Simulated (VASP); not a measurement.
A run of VASP 6.6.1:

The input INCAR:

```
PREC = Accurate ; ENCUT = 520
EDIFF = 1E-7 ; ISMEAR = 0
SIGMA = 0.15 ; LREAL = F
LASPH = T ; NELM = 100
ALGO = Fast ; ISIF = 2
LWAVE = F ; LCHARG = T
GGA = PS ; LELF = T
LVHAR = T ; NBANDS = 14
```

The input KPOINTS:

```
Automatic mesh
0
Gamma
  14 14 14
```

File POSCAR:

```
TiAl
1.0
    3.5035773053      0.0000000000      0.0000000000
    0.0000000000      3.5035773053      0.0000000000
    0.0000000000      0.0000000000      3.1563759507
Ti Al
1 1
Direct
    0.0000000000      0.0000000000      0.0000000000
    0.5000000000      0.5000000000      0.5000000000
```

Potentials or basis: VASP PAW PBE potentials, release 64 (Ti_sv, Al).

Launch:

```console
$ cat potpaw_PBE.64/Ti_sv/POTCAR potpaw_PBE.64/Al/POTCAR > POTCAR
$ mpirun -np 1 vasp_std > vasp.out
```

Hardware: 1 thread of Intel(R) Xeon(R) 6975P-C (Granite Rapids) (shared host).

Question: How long does it take, and how much memory?

Answer: It took 4.3 min on 1 thread of Intel(R) Xeon(R) 6975P-C (Granite Rapids), on a shared host, peak memory 0.28 GiB. Counts: scf iterations 31, k points 288.
